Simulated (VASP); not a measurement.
Set up this calculation in VASP 6.6.1, as the native input.

```
Task                   : single point
Functional             : LDA
Potentials or basis    : VASP PAW LDA potentials, release 64 (Tc_pv)
Cutoff                 : 520 eV
k mesh                 : 17 × 17 × 9
Occupations            : fermi-dirac, width 0.08 eV
Spin                   : no spin polarisation
Dipole correction      : no
Further INCAR settings : ALGO = Normal; EDIFF = 1e-07; NBANDS = 20
```

The structure of Tc lies in POSCAR:

```
Tc
1.0
    2.7400001704      0.0000000000      0.0000000000
   -1.3700000852      2.3729097540      0.0000000000
    0.0000000000      0.0000000000      4.3100400000
Tc
2
Direct
    0.3333333333      0.6666666667      0.2500000000
    0.6666666667      0.3333333333      0.7500000000
```

This cell differs from its parent crystal: zz strain of -2 %.

One way to write it, as run:

INCAR

```
PREC     = Accurate       # precision mode
ENCUT    = 520            # plane-wave cutoff, eV
EDIFF    = 1E-7           # SCF threshold, eV
ISMEAR   = -1             # smearing method
SIGMA    = 0.08           # smearing width, eV
LREAL    = False          # projectors in reciprocal space
LASPH    = True           # aspherical terms in the spheres
NELM     = 100            # most SCF steps
ALGO     = Normal         # electronic algorithm
ISIF     = 2              # what is computed and relaxed
LWAVE    = False          # write WAVECAR
LCHARG   = False          # write CHGCAR
NBANDS   = 20             # bands
```

KPOINTS

```
Automatic mesh
0
Gamma
  17 17 9
```

Potentials or basis: VASP PAW LDA potentials, release 64 (Tc_pv).

The run is started by

```console
$ cat potpaw_LDA.64/Tc_pv/POTCAR > POTCAR
$ mpirun -np 1 vasp_std > vasp.out
```

Results of the run:

```json
{
  "Pressure": "-5.3 GPa",
  "Band gap on the k mesh": "zero (bands 13 and 14 overlap by 2.99 eV)"
}
```

Caveat: the cell differs from its parent crystal (zz strain of -2 %); the stress differs along the axes, from -7 to -2 GPa.

It took 76 s on 1 thread of Intel Xeon 8259CL, on a shared host, peak memory 0.18 GiB.
